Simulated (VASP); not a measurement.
Runs of VASP 6.6.1 on KTaO3. The structure is that of space group Pm-3m (No. 221), or close to it. The cells are those of the table. 

```csv
task,level,potentials or basis,cell,k mesh,cutoff (eV),second run,gap on the mesh (eV),pressure (GPa),relaxed volume (Å³/atom)
relaxation of cell and atoms,PBE+D4,"VASP PAW PBE potentials, release 64 (Ta_pv, K_sv, O)","relaxed from a = 3.988 Å, 5 atoms",7 × 7 × 7,600,-,2.19,0.0,12.93
single point,PBEsol,"VASP PAW PBE potentials, release 64 (Ta_sv_GW, K_sv, O)","a = 4.068, b = 4.068, c = 3.988 Å, 5 atoms",6 × 6 × 6,600,valence_matched,2.00,-7.5,-
single point,PBEsol,"VASP PAW PBE potentials, release 64 (Ta_pv, K_sv, O)","a = 3.988 Å, 5 atoms",7 × 7 × 7,520,-,2.14,0.3,-
relaxation of cell and atoms,revPBE+D4,"VASP PAW PBE potentials, release 64 (Ta_pv, K_sv, O)","relaxed from a = 3.988 Å, 5 atoms",7 × 7 × 7,600,-,2.21,0.0,13.01
single point,PBE,"VASP PAW PBE potentials, release 64 (Ta_sv_GW, K_sv, O)","a = 3.934 Å, 5 atoms",7 × 7 × 7,600,valence_matched,(b),(a),-
```

Alike in all rows: no spin polarisation; smearing fermi-dirac 0.05 eV.

Estimate the missing entries.

(a) 15.1; (b) 2.36.

Caveats: spin-orbit coupling is left out, which moves the levels of the heavy elements; the PAW data sets were made with another functional, which shifts forces and pressure a little (some runs).

A k mesh can miss the band edges, and the runs leave out spin-orbit coupling on Ta.

The runs don't all hold the same shells in valence.
